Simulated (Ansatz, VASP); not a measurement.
One calculation of PbSe, two programs

```xyz
2
Lattice="0.0000 3.0394 3.0394 3.0394 0.0000 3.0394 3.0394 3.0394 0.0000" Properties=species:S:1:pos:R:3 pbc="T T T"
Pb    0.0000    0.0000    0.0000
Se    3.0394    3.0394    3.0394
```

Alike in both runs: task single point; functional r2SCAN; dispersion rVV10; k mesh 10 × 10 × 10; occupations gaussian, width 0.02 eV; no spin polarisation.

|  | VASP | Ansatz |
| --- | --- | --- |
| version | VASP 6.6.1 | Ansatz 0.2.0 |
| potentials or method | VASP PAW PBE potentials, release 64 (Pb_d, Se), cutoff 550 eV | scalar-relativistic, plane waves, PAW |
| valence electrons in the cell | 20 | 30 |

|  | VASP | Ansatz | Ansatz less VASP |
| --- | --- | --- | --- |
| gap on the k mesh at the Fermi level (eV) | 0.46 | 0.46 | -0.006 |
| least direct gap on the mesh (eV) | 0.46 | 0.46 | -0.006 |
| pressure (GPa) | 2.0 | 1.8 | -0.23 |

VASP's potentials were made for PBE, not for r2SCAN. VASP's potentials hold 20 valence electrons a cell and Ansatz's 30, so a difference there can come from the potentials and not from the codes.

Spin-orbit coupling is off throughout.
